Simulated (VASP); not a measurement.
# AlP (F-43m) in VASP: notebook, part 2 of 2

VASP 6.6.1. The steps go on from the part before.

## Step 4: Elastic constants, r2SCAN

This run uses another cell than the first one, of 20.55 Å³/atom.

File INCAR:

```
ALGO     = Normal         # electronic algorithm
EDIFF    = 1E-8           # SCF threshold, eV
ENCUT    = 550            # plane-wave cutoff, eV
GGA_COMPAT= F            
IBRION   = 6              # ionic algorithm
ISIF     = 3              # what is computed and relaxed
ISMEAR   = 0              # smearing method
LASPH    = T              # aspherical terms in the spheres
LCHARG   = F              # write CHGCAR
LMIXTAU  = T            
LREAL    = F              # projectors in reciprocal space
LWAVE    = F              # write WAVECAR
METAGGA  = R2SCAN         # meta-GGA
NELM     = 120            # most SCF steps
NFREE    = 2            
NSW      = 1              # ionic steps
POTIM    = 0.015          # step
PREC     = Accurate       # precision mode
SIGMA    = 0.01           # smearing width, eV
```

File KPOINTS:

```
k-points
0
Gamma
  8 8 8
```

File POSCAR:

```
AlP
1.0
    0.0000000000      2.7392240195      2.7392240195
    2.7392240195      0.0000000000      2.7392240195
    2.7392240195      2.7392240195      0.0000000000
Al P
1 1
Direct
    0.0000000000      0.0000000000      0.0000000000
    0.7500000000      0.7500000000      0.7500000000
```

Potentials or basis: VASP PAW PBE potentials, release 64 (Al, P).

The run is started by

```
cat potpaw_PBE.64/Al/POTCAR potpaw_PBE.64/P/POTCAR > POTCAR
mpirun -np 1 vasp_std > vasp.out
```

OUTCAR:

```text
EDIFF = 1E-8
   ENCUT = 550
   IBRION = 6
   ISIF = 3
   ISMEAR = 0
   LASPH = T
   LREAL = F
   METAGGA = R2SCAN
   NELM = 120
   NFREE = 2
   NSW = 1
   POTIM = 0.015
   PREC = Accurate

 ion  position               nearest neighbor table
   1  0.000  0.000  0.000-   2 2.37   2 2.37   2 2.37   2 2.37
   2  0.750  0.750  0.750-   1 2.37   1 2.37   1 2.37   1 2.37

  LATTYP: Found a face centered cubic cell.
 ALAT       =     5.4784480390

  Lattice vectors:

 A1 = (   0.0000000000,   2.7392240195,   2.7392240195)
 A2 = (   2.7392240195,   0.0000000000,   2.7392240195)
 A3 = (   2.7392240195,   2.7392240195,   0.0000000000)

Analysis of symmetry for initial positions (statically):
=====================================================================
 Subroutine PRICEL returns:
 Original cell was already a primitive cell.

 Routine SETGRP: Setting up the symmetry group for a
 face centered cubic supercell.

 Subroutine GETGRP returns: Found 24 space group operations
 (whereof 24 operations were pure point group operations)
 out of a pool of 48 trial point group operations.

The static configuration has the point symmetry T_d .

Analysis of symmetry for dynamics (positions and initial velocities):
[... 631 lines left out ...]
  -------------------------------------------------------------------------------------
  Total       -0.0755033     -0.0724937     -0.0724937      0.0000000     -0.1196370      0.0000000
  in kB       -2.9428214     -2.8255178     -2.8255178      0.0000000     -4.6629780      0.0000000
  external PRESSURE =      -2.8646190 kB  Pullay stress =       0.0000000 kB
[... 17 lines left out ...]
  FREE ENERGIE OF THE ION-ELECTRON SYSTEM (eV)
  ---------------------------------------------------
  free  energy   TOTEN  =       -17.2083560630 eV

  energy  without entropy=      -17.2083560630  energy(sigma->0) =      -17.20835606

 INTERNAL STRAIN TENSORS FROM STRAINED CELLS
 ============================================

 INTERNAL STRAIN TENSOR FOR ION    1 for displacements in x,y,z  (eV/Angst):
          X           Y           Z          XY          YZ          ZX
  --------------------------------------------------------------------------------
  x     0.00000    -0.00000    -0.00000     0.00000    -7.95505     0.00000
  y     0.00000    -0.00000    -0.00000     0.00000     0.00000    -7.95498
  z     0.00000    -0.00000     0.00000    -7.95499     0.00000     0.00000

 INTERNAL STRAIN TENSORS FROM DISPLACED ATOMS
 ============================================

 INTERNAL STRAIN TENSOR FOR ION    1 for displacements in x,y,z  (eV/Angst):
          X           Y           Z          XY          YZ          ZX
  --------------------------------------------------------------------------------
  x     0.00000     0.00000     0.00000     0.00000    -7.93384     0.00000
  y     0.00000    -0.00000     0.00000     0.00000     0.00000    -7.93384
  z     0.00000     0.00000     0.00000    -7.93384     0.00000     0.00000

 INTERNAL STRAIN TENSOR FOR ION    2 for displacements in x,y,z  (eV/Angst):
          X           Y           Z          XY          YZ          ZX
  --------------------------------------------------------------------------------
  x    -0.00000     0.00000     0.00000     0.00000     7.97702     0.00000
  y    -0.00000    -0.00000    -0.00000     0.00000     0.00000     7.97702
  z     0.00000     0.00000    -0.00000     7.97702     0.00000     0.00000

 Eigenvectors and eigenvalues of the dynamical matrix
 ----------------------------------------------------

   1 f  =   13.141143 THz    82.568234 2PiTHz  438.341335 cm-1    54.347374 meV
             X         Y         Z           dx          dy          dz
      0.000000  0.000000  0.000000     0.000000    0.729682   -0.000000
      4.108836  4.108836  4.108836     0.000000   -0.683786    0.000000
[... 21 lines left out ...]
   6 f/i=    0.026512 THz     0.166581 2PiTHz    0.884353 cm-1     0.109646 meV
             X         Y         Z           dx          dy          dz
      0.000000  0.000000  0.000000     0.000000   -0.000000   -0.683786
      4.108836  4.108836  4.108836     0.000000    0.000000   -0.729682

--------------------------------------------------------------------------------------------------------

 ELASTIC MODULI CONTR FROM IONIC RELAXATION (kBar)
 Direction    XX          YY          ZZ          XY          YZ          ZX
 --------------------------------------------------------------------------------
 XX          -0.0000     -0.0000     -0.0000      0.0000      0.0000      0.0000
 YY          -0.0000     -0.0000     -0.0000      0.0000      0.0000     -0.0000
 ZZ          -0.0000     -0.0000     -0.0000      0.0000      0.0000      0.0000
 XY           0.0000      0.0000      0.0000   -242.0350      0.0000     -0.0000
 YZ           0.0000      0.0000      0.0000      0.0000   -242.0350      0.0000
 ZX           0.0000     -0.0000      0.0000     -0.0000      0.0000   -242.0350
 --------------------------------------------------------------------------------

 TOTAL ELASTIC MODULI (kBar)
 Direction    XX          YY          ZZ          XY          YZ          ZX
 --------------------------------------------------------------------------------
 XX        1375.5958    665.2404    665.2404      0.0000      0.0000      0.0000
 YY         665.2404   1375.5958    665.2404      0.0000      0.0000     -0.0000
 ZZ         665.2404    665.2404   1375.5958      0.0000      0.0000      0.0000
 XY           0.0000      0.0000      0.0000    675.5184      0.0000     -0.0000
 YZ           0.0000      0.0000      0.0000      0.0000    675.5184      0.0000
 ZX           0.0000     -0.0000      0.0000     -0.0000      0.0000    675.5184
 --------------------------------------------------------------------------------
```

stdout:

```text
POSCAR found type information on POSCAR AlP
 POSCAR found :  2 types and       2 ions
 scaLAPACK will be used
 -----------------------------------------------------------------------------
|                                                                             |
|                                                                             |
|     You enforced a specific xc type in the INCAR file but a different       |
|     I HOPE YOU KNOW WHAT YOU ARE DOING!                                     |
[... 32 lines left out ...]
 Finite differences progress:
 bond charge predicted
 Finite differences progress:
 bond charge predicted
 Finite differences progress:
 bond charge predicted
 Finite differences progress:
 bond charge predicted
 Finite differences progress:
 bond charge predicted
 Finite differences progress:
 bond charge predicted
 Finite differences progress:
```

Run time: 27 min. Hardware: 1 thread of Oxide Virtual Turin-like, shared host; peak memory 0.24 GiB.

Results:

- Elastic constants C11, C12, C44: 138, 67, 68 GPa
- Voigt bulk modulus: 90 GPa
- Highest phonon frequency at Γ, LO-TO splitting left out: 438 cm⁻¹

Phonon frequencies in cm⁻¹ (negative: imaginary):
```tsv
q point	frequencies
(0.000, 0.000, 0.000)	-1 -1 -1 438 438 438
```

Elastic tensor in Voigt notation (GPa, in the Cartesian axes of the cell as first typed):
```
138  67  67   0   0   0
 67 138  67   0   0   0
 67  67 138   0   0   0
  0   0   0  68   0   0
  0   0   0   0  68   0
  0   0   0   0   0  68
```

Clamped-ion elastic tensor (GPa):
```
138  67  67   0   0   0
 67 138  67   0   0   0
 67  67 138   0   0   0
  0   0   0  92   0   0
  0   0   0   0  92   0
  0   0   0   0   0  92
```

Caveat: the PAW data sets were made with another functional, which shifts forces and pressure a little.
